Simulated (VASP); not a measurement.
# AlCu3 (Pmmn) in VASP: single point with LDA

Aim: the single point of AlCu3 with LDA.

All numbers are computed with VASP 6.6.1; they aren't measurements. Logs are shortened: lines on timing, memory, paths and dates and some standing lists are left out, and cuts for length are marked.

### 1 The cell of the first run

Symmetry: Pmmn, No. 59, orthorhombic system. The conventional cell has a = 4.127 Å, b = 5.057 Å, c = 4.420 Å, α = 90.00°, β = 90.00°, γ = 90.00°. Within 3.3 Å of Al (site symmetry mm2) lie 12 Cu at 2.53 to 2.55 Å. Cu (site symmetry mm2) has 8 Cu at 2.53 to 2.56 Å and 4 Al at 2.53 Å within 3.3 Å. Within 3.3 Å of Cu (site symmetry m) lie 8 Cu at 2.52 to 2.56 Å and 4 Al at 2.53 to 2.55 Å.

### 2 Single point, LDA

Input file INCAR:

```
SYSTEM = AlCu3
  PREC = Accurate
  ENCUT = 520
  EDIFF = 1E-6
  ISMEAR = 0
  SIGMA = 0.1
  LREAL = .FALSE.
  LASPH = .TRUE.
  NELM = 80
  ALGO = Fast
  ISIF = 2
  LWAVE = .FALSE.
  LCHARG = .FALSE.
  NBANDS = 46
```

Input file KPOINTS:

```
regular mesh
0
G
  8 8 8
  0 0 0
```

Input file POSCAR:

```
AlCu3
1.0
    4.1267161867      0.0000000000      0.0000000000
    0.0000000000      5.0574911893      0.0000000000
    0.0000000000      0.0000000000      4.4204742055
Al Cu
2 6
Direct
    0.0000000000      0.0000000000      0.6640187269
    0.5000000000      0.5000000000      0.3359812731
    0.0000000000      0.5000000000      0.6683686165
    0.5000000000      0.0000000000      0.3316313835
    0.0000000000      0.2510727741      0.1636958081
    0.0000000000      0.7489272259      0.1636958081
    0.5000000000      0.2489272259      0.8363041919
    0.5000000000      0.7510727741      0.8363041919
```

Potentials or basis: VASP PAW LDA potentials, release 64 (Al, Cu).

Started as:

```
$ cat potpaw_LDA.64/Al/POTCAR potpaw_LDA.64/Cu/POTCAR > POTCAR
$ mpirun -np 1 vasp_std > vasp.out
```

OUTCAR:

```text
SYSTEM = AlCu3
   PREC = Accurate
   ENCUT = 520
   EDIFF = 1E-6
   ISMEAR = 0
   LREAL = .FALSE.
   LASPH = .TRUE.
   NELM = 80
   ISIF = 2

 ion  position               nearest neighbor table
   1  0.000  0.000  0.664-   3 2.53   3 2.53   4 2.53   4 2.53   7 2.53   8 2.53   7 2.53   8 2.53
                             5 2.55   6 2.55   5 2.55   6 2.55
   2  0.500  0.500  0.336-   4 2.53   4 2.53   3 2.53   3 2.53   5 2.53   6 2.53   5 2.53   6 2.53
                             7 2.55   8 2.55   7 2.55   8 2.55
   3  0.000  0.500  0.668-   5 2.53   6 2.53   1 2.53   1 2.53   2 2.53   2 2.53   7 2.53   8 2.53
                             7 2.53   8 2.53   5 2.56   6 2.56
   4  0.500  0.000  0.332-   7 2.53   8 2.53   2 2.53   2 2.53   1 2.53   1 2.53   5 2.53   6 2.53
                             5 2.53   6 2.53   7 2.56   8 2.56
   5  0.000  0.251  0.164-   6 2.52   7 2.52   7 2.52   3 2.53   4 2.53   4 2.53   2 2.53   2 2.53
                             6 2.54   1 2.55   1 2.55   3 2.56
   6  0.000  0.749  0.164-   5 2.52   8 2.52   8 2.52   3 2.53   4 2.53   4 2.53   2 2.53   2 2.53
                             5 2.54   1 2.55   1 2.55   3 2.56
   7  0.500  0.249  0.836-   8 2.52   5 2.52   5 2.52   4 2.53   3 2.53   3 2.53   1 2.53   1 2.53
                             8 2.54   2 2.55   2 2.55   4 2.56
   8  0.500  0.751  0.836-   7 2.52   6 2.52   6 2.52   4 2.53   3 2.53   3 2.53   1 2.53   1 2.53
                             7 2.54   2 2.55   2 2.55   4 2.56

  LATTYP: Found a simple orthorhombic cell.
 ALAT       =     4.1267161867
 B/A-ratio  =     1.0711844492
 C/A-ratio  =     1.2255485865

  Lattice vectors:

 A1 = (  -4.1267161867,   0.0000000000,   0.0000000000)
 A2 = (   0.0000000000,   0.0000000000,   4.4204742055)
 A3 = (   0.0000000000,   5.0574911893,   0.0000000000)

Analysis of symmetry for initial positions (statically):
=====================================================================
 Subroutine PRICEL returns:
 Original cell was already a primitive cell.

 Routine SETGRP: Setting up the symmetry group for a
 simple orthorhombic supercell.

 Subroutine GETGRP returns: Found  8 space group operations
 (whereof  4 operations were pure point group operations)
 out of a pool of  8 trial point group operations.

The static configuration has the point symmetry C_2v.
 The point group associated with its full space group is D_2h.

Analysis of symmetry for dynamics (positions and initial velocities):
=====================================================================
 Subroutine PRICEL returns:
 Original cell was already a primitive cell.

 Routine SETGRP: Setting up the symmetry group for a
 simple orthorhombic supercell.

 Subroutine GETGRP returns: Found  8 space group operations
 (whereof  4 operations were pure point group operations)
 out of a pool of  8 trial point group operations.

The dynamic configuration has the point symmetry C_2v.
 The point group associated with its full space group is D_2h.

 Subroutine INISYM returns: Found  8 space group operations
 (whereof  4 operations are pure point group operations),
 and found     1 'primitive' translations

----------------------------------------------------------------------------------------

                                     Primitive cell

  volume of cell :      92.2590

  direct lattice vectors                    reciprocal lattice vectors
     4.126716187  0.000000000  0.000000000     0.242323425  0.000000000  0.000000000
     0.000000000  5.057491189  0.000000000     0.000000000  0.197726494  0.000000000
     0.000000000  0.000000000  4.420474205     0.000000000  0.000000000  0.226220074

  length of vectors
     4.126716187  5.057491189  4.420474205     0.242323425  0.197726494  0.226220074

  position of ions in fractional coordinates (direct lattice)
     0.000000000  0.000000000  0.664018727
     0.500000000  0.500000000  0.335981273
     0.000000000  0.500000000  0.668368616
     0.500000000  0.000000000  0.331631384
     0.000000000  0.251072774  0.163695808
     0.000000000  0.748927226  0.163695808
     0.500000000  0.248927226  0.836304192
     0.500000000  0.751072774  0.836304192

  ion indices of the primitive-cell ions
   primitive index   ion index
                 1           1
                 2           2
                 3           3
                 4           4
                 5           5
                 6           6
                 7           7
                 8           8

----------------------------------------------------------------------------------------

 KPOINTS: regular mesh

Automatic generation of k-mesh.
 Grid dimensions read from file:
 generate k-points for:    8    8    8

 Generating k-lattice:

  Cartesian coordinates                     Fractional coordinates (reciprocal lattice)
     0.030290428  0.000000000  0.000000000     0.125000000  0.000000000  0.000000000
     0.000000000  0.024715812  0.000000000     0.000000000  0.125000000  0.000000000
     0.000000000  0.000000000  0.028277509     0.000000000  0.000000000  0.125000000

  Length of vectors
     0.030290428  0.024715812  0.028277509

  Shift w.r.t. Gamma in fractional coordinates (k-lattice)
     0.000000000  0.000000000  0.000000000

 Subroutine IBZKPT returns following result:
 ===========================================

 Found    125 irreducible k-points:

 Following reciprocal coordinates:
            Coordinates               Weight
  0.000000  0.000000  0.000000      1.000000
  0.125000  0.000000  0.000000      2.000000
  0.250000  0.000000  0.000000      2.000000
  0.375000  0.000000  0.000000      2.000000
  0.500000  0.000000  0.000000      1.000000
  0.000000  0.125000  0.000000      2.000000
[... 16 lines left out ...]
  0.250000  0.500000  0.000000      2.000000
  0.375000  0.500000  0.000000      2.000000
 [... further k-points ...]
   k-points           NKPTS =    125   k-points in BZ     NKDIM =    125   number of bands    NBANDS=     46
   number of dos      NEDOS =    301   number of ions     NIONS =      8
   total plane-waves  NPLWV =  46080
   dimension x,y,z NGX =    32 NGY =   40 NGZ =   36
   dimension x,y,z NGXF=    64 NGYF=   80 NGZF=   72
   ions per type =               2   6
   NGX,Y,Z   is equivalent  to a cutoff of  12.89, 13.15, 13.54 a.u.
   NGXF,Y,Z  is equivalent  to a cutoff of  25.78, 26.30, 27.08 a.u.
 SYSTEM =  AlCu3
   PREC   = accura    normal or accurate (medium, high low for compatibility)
   ISTART =      0    job   : 0-new  1-cont  2-samecut
   ICHARG =      2    charge: 1-file 2-atom 10-const
   ISPIN  =      1    spin polarized calculation?
   LNONCOLLINEAR =      F non collinear calculations
   LSORBIT =      F    spin-orbit coupling
   LASPH  =      T    aspherical Exc in radial PAW
   ENCUT  =  520.0 eV  38.22 Ry    6.18 a.u.   7.67  9.40  8.22*2*pi/ulx,y,z
   NELM   =     80;   NELMIN=  2; NELMDL= -5     # of ELM steps
   EDIFF  = 0.1E-05   stopping-criterion for ELM
   LREAL  =      F    real-space projection
   EDIFFG = 0.1E-04   stopping-criterion for IOM
   NSW    =      0    number of steps for IOM
   IBRION =     -1    ionic relax: 0-MD 1-quasi-New 2-CG
   NFREE  =      0    steps in history (QN), initial steepest desc. (CG)
   ISIF   =      2    stress and relaxation
   ISYM   =      2    0-nonsym 1-usesym 2-fastsym
   POTIM  = 0.5000    time-step for ionic-motion
   TEBEG  =    0.0;   TEEND  =   0.0 temperature during run
   PSTRESS=    0.0 pullay stress
   NELECT =      72.0000    total number of electrons
   NUPDOWN=      -1.0000    fix difference up-down
   EMIN   =  10.00;   EMAX   =-10.00  energy-range for DOS
   EFERMI =   0.00;   METHOD = LEGACY
   ISMEAR =     0;   SIGMA  =   0.10  broadening in eV -4-tet -1-fermi 0-gaus
   EFERMI_NEDOS =   21; number of points for ismear=-14 and -15
   IALGO  =     68    algorithm
   IMIX   =      4    mixing-type and parameters
     AMIX     =   0.40;   BMIX     =  1.00
     AMIX_MAG =   1.60;   BMIX_MAG =  1.00
  volume/ion in A,a.u.               =      11.53        77.82
  Fermi-wavevector in a.u.,A,eV,Ry     =   1.507241  2.848273 30.909395  2.271776
  Thomas-Fermi vector in A             =   2.617853
   LORBIT       =      0    0 simple, 1 ext, 2 COOP (PROOUT), +10 PAW based schemes
   GGA     = CA    functional components
   LHFCALC =     F    Hartree Fock is set to
   AEXX    =    0.0000 exact exchange contribution
   IVDW    =     0    specifies the selected vdW correction
   LEPSILON=     F    determine dielectric tensor
   LRPA    =     F    only Hartree local field effects (RPA)
 non-spin polarized calculation
 RMM-DIIS sequential band-by-band and
 Gauss-broadening in eV      SIGMA  =   0.10
  energy-cutoff  :      520.00
  volume of cell :       92.26
 maximum number of plane-waves:      2512
 NGX is ok and might be reduce to    32
   NGX = 15   NGY = 19   NGZ = 17

 number of electron      71.9999956 magnetization

 Free energy of the ion-electron system (eV)
  ---------------------------------------------------
  ext. energy  EPLUGINS =         0.00000000
  ---------------------------------------------------
  free energy    TOTEN  =       -38.31008072 eV

  energy without entropy =      -38.29837679  energy(sigma->0) =      -38.30422875

 E-fermi :   9.0302     XC(G=0): -12.8700

 val. band max:        9.0245160496   @ k =   0.0000   0.3750   0.0000
 cond. band min:       9.0368847061   @ k =   0.2500   0.0000   0.3750
 fundamental gap:      0.0123686566
 Fermi energy:         9.0302147109

 k-point     1 :       0.0000    0.0000    0.0000
  band No.  band energies     occupation
      1      -1.9211      2.00000
      2       2.4575      2.00000
      3       2.9343      2.00000
      4       3.5831      2.00000
      5       3.8722      2.00000
      6       3.9782      2.00000
[... 38 lines left out ...]
     45      14.9610      0.00000
     46      15.4056      0.00000

 k-point     2 :       0.1250    0.0000    0.0000
  band No.  band energies     occupation
      1      -1.7795      2.00000
      2       2.4111      2.00000
      3       3.0255      2.00000
      4       3.5475      2.00000
      5       3.8202      2.00000
      6       3.9358      2.00000
[... 1070 lines left out ...]
 k-point    24 :       0.3750    0.5000    0.0000
  band No.  band energies     occupation
      1       0.6930      2.00000
      2       0.6930      2.00000
      3       2.4403      2.00000
      4       2.4403      2.00000
      5       4.1006      2.00000
      6       4.1006      2.00000
[... 38 lines left out ...]
     45      16.3667      0.00000
     46      16.3670      0.00000

 [... further k-points ...]
[... 5 lines left out ...]
  --------------------------------------------------------------------------------------
  -------------------------------------------------------------------------------------
  Total        0.5034793      0.4947305      0.4847977      0.0000000      0.0000000      0.0000000
  in kB        8.7434656      8.5915329      8.4190399      0.0000000      0.0000000      0.0000000
  external PRESSURE =       8.5846795 kB  Pullay stress =       0.0000000 kB

 VOLUME and BASIS-vectors are now :
 -----------------------------------------------------------------------------
  energy-cutoff  :      520.00
  volume of cell :       92.26
      direct lattice vectors                 reciprocal lattice vectors
     4.126716187  0.000000000  0.000000000     0.242323425  0.000000000  0.000000000
     0.000000000  5.057491189  0.000000000     0.000000000  0.197726494  0.000000000
     0.000000000  0.000000000  4.420474205     0.000000000  0.000000000  0.226220074

 POSITION                                       TOTAL-FORCE (eV/Angst)
 -----------------------------------------------------------------------------------
      0.00000      0.00000      2.93528         0.000000      0.000000      0.005415
      2.06336      2.52875      1.48520         0.000000      0.000000     -0.005415
      0.00000      2.52875      2.95451         0.000000      0.000000     -0.000969
      2.06336      0.00000      1.46597         0.000000      0.000000      0.000969
      0.00000      1.26980      0.72361         0.000000     -0.002348      0.001107
      0.00000      3.78769      0.72361         0.000000      0.002348      0.001107
      2.06336      1.25895      3.69686         0.000000      0.002348     -0.001107
      2.06336      3.79854      3.69686         0.000000     -0.002348     -0.001107
 -----------------------------------------------------------------------------------
    total drift:                                0.000000     -0.000000      0.000000

  FREE ENERGIE OF THE ION-ELECTRON SYSTEM (eV)
  ---------------------------------------------------
  free  energy   TOTEN  =       -38.3100807212 eV

  energy  without entropy=      -38.2983767860  energy(sigma->0) =      -38.30422875
```

It took 13 min on 1 thread of Oxide Virtual Turin-like, shared host; peak memory 0.42 GiB.

What came out:

* Free energy: -38.3101 eV
* Pressure: 0.9 GPa
* Largest force: 0.005 eV/Å
* Band gap on the k mesh: zero (band 36 reaches 11.27 eV, above the bottom of band 37 at 7.03 eV)

Forces on the atoms (eV/Å):
```
Al   0.000  0.000  0.005
Al   0.000  0.000 -0.005
Cu   0.000  0.000 -0.001
Cu   0.000  0.000  0.001
Cu   0.000 -0.002  0.001
Cu   0.000  0.002  0.001
Cu   0.000  0.002 -0.001
Cu   0.000 -0.002 -0.001
```

Levels at points of the mesh, in eV from the Fermi level:
```csv
k point,band 33,band 34,band 35,band 36,band 37,band 38,band 39,band 40
"(0.00, 0.00, 0.00)",-2.33,-1.72,-1.29,-0.34,1.77,3.36,3.74,4.11
"(0.50, 0.00, 0.00)",-1.30,-1.30,-0.86,-0.86,-0.61,-0.61,2.68,2.68
"(0.00, 0.50, 0.00)",-0.26,-0.26,0.30,0.30,0.79,0.79,2.28,2.28
"(0.50, 0.50, 0.00)",-2.44,-2.44,0.94,0.94,1.12,1.12,3.22,3.22
"(0.00, 0.00, 0.50)",-1.67,-1.39,-0.51,0.02,0.62,1.08,1.93,3.01
"(0.50, 0.00, 0.50)",-2.38,-2.38,-1.32,-1.32,-0.98,-0.98,2.74,2.74
"(0.00, 0.50, 0.50)",-2.39,-2.39,2.24,2.24,2.55,2.55,2.66,2.66
"(0.50, 0.50, 0.50)",-2.41,-2.41,-2.09,-2.09,-2.00,-2.00,6.93,6.93
```
